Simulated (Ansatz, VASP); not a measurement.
**AlN in VASP and in Ansatz**

```xyz
4
Lattice="3.1612 0.0000 0.0000 -1.5806 2.7377 0.0000 0.0000 0.0000 4.4149" Properties=species:S:1:pos:R:3 pbc="T T T"
Al    0.0000    1.8251    0.0076
Al    1.5806    0.9126    2.2151
N     0.0000    1.8251    1.6921
N     1.5806    0.9126    3.8996
```

Alike in both runs: task relaxation of the atoms; functional PBE; k mesh 9 × 9 × 6; occupations gaussian, width 0.05 eV; no spin polarisation.

```csv
,VASP,Ansatz
version,VASP 6.6.1,Ansatz 0.2.0
potentials or method,"VASP PAW PBE potentials, release 64 (Al, N), cutoff 520 eV","scalar-relativistic, plane waves, PAW"
valence electrons in the cell,16,16
```

|  | VASP | Ansatz | Ansatz less VASP |
| --- | --- | --- | --- |
| gap on the k mesh at the Fermi level, each at its own relaxed structure (eV) | 3.95 | 3.94 | -0.012 |

Ansatz's warnings: stress scf threshold loose.
